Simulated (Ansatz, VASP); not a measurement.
# One calculation of TiSi2, two programs

File POSCAR:

```
TiSi2
1.0
   -1.4728720000      1.7121300000      4.2120830000
    1.4728720000     -1.7121300000      4.2120830000
    1.4728720000      1.7121300000     -4.2120830000
Ti Si
1 2
Direct
    0.0000000000      0.0000000000      0.0000000000
    0.6700780000      0.6700780000      0.0000000000
    0.3299220000      0.3299220000      0.0000000000
```

File INCAR.step1:

```
ALGO = Normal ; EDIFF = 1E-4
ENCUT = 600 ; GGA = PE
ISMEAR = -1 ; LASPH = True
LCHARG = False ; LREAL = False
LWAVE = True ; NELM = 60
PREC = Accurate ; SIGMA = 0.05
```

Contents of INCAR.step2:

```
ALGO = Normal ; EDIFF = 1E-7
EDIFFG = -0.01 ; ENCUT = 600
IBRION = 2 ; ISIF = 3
ISMEAR = -1 ; ISTART = 1
LASPH = True ; LCHARG = False
LMIXTAU = True ; LREAL = False
LWAVE = False ; METAGGA = R2SCAN
NELM = 60 ; NSW = 60
PREC = Accurate ; SIGMA = 0.05
```

File KPOINTS:

```
k-points
0
Gamma
  12 12 12
```

The input input.yaml:

```yaml
crystal:
  lattice:
    - [-1.472872, 1.71213, 4.212083]
    - [1.472872, -1.71213, 4.212083]
    - [1.472872, 1.71213, -4.212083]
  atoms:
    - { symbol: Ti, position: [0.0, 0.0, 0.0] }
    - { symbol: Si, position: [0.670078, 0.670078, 0.0] }
    - { symbol: Si, position: [0.329922, 0.329922, 0.0] }
hamiltonian:
  xc: r2scan
  pseudopotentials: { kind: paw }
kpoints:
  mp_grid: { grid: [12, 12, 12] }
scf:
  occupations: { method: fermi_dirac, width: 0.05 }
output:
  forces: true
  stress: true
  eigenvalues: true
relax:
  f_tol: 0.01
  max_steps: 40
  cell: { stress_tol: 0.05 }
```

Alike in both runs: task relaxation of cell and atoms; functional r2SCAN; k mesh 12 × 12 × 12; occupations fermi-dirac, width 0.05 eV; no spin polarisation.

|  | VASP | Ansatz |
| --- | --- | --- |
| version | VASP 6.6.1 | Ansatz 0.2.0 |
| potentials or method | VASP PAW PBE potentials, release 64 (Ti_sv, Si) | Ansatz PAW |
| plane-wave cutoff (eV) | 600 | 500 |
| valence electrons in the cell | 20 | 20 |

VASP gave:

* gap on the k mesh at the Fermi level, each at its own relaxed structure (eV): none
* relaxed volume (Å³/atom): 13.96
* relaxed length of the cell vector where the two differ most in proportion (Å): 4.747

Problem. Which values does Ansatz return?

Solution. gap on the k mesh at the Fermi level, each at its own relaxed structure (eV): none; relaxed volume (Å³/atom): 13.93; relaxed length of the cell vector where the two differ most in proportion (Å): 4.744.

VASP's potentials were made for PBE, not for r2SCAN. A gap of «none» marks a metal or a gap that the smearing closes.

Noted on Ansatz's run: the plane-wave basis is chosen anew once the cell has moved, so the energies of steps on either side of that aren't comparable.
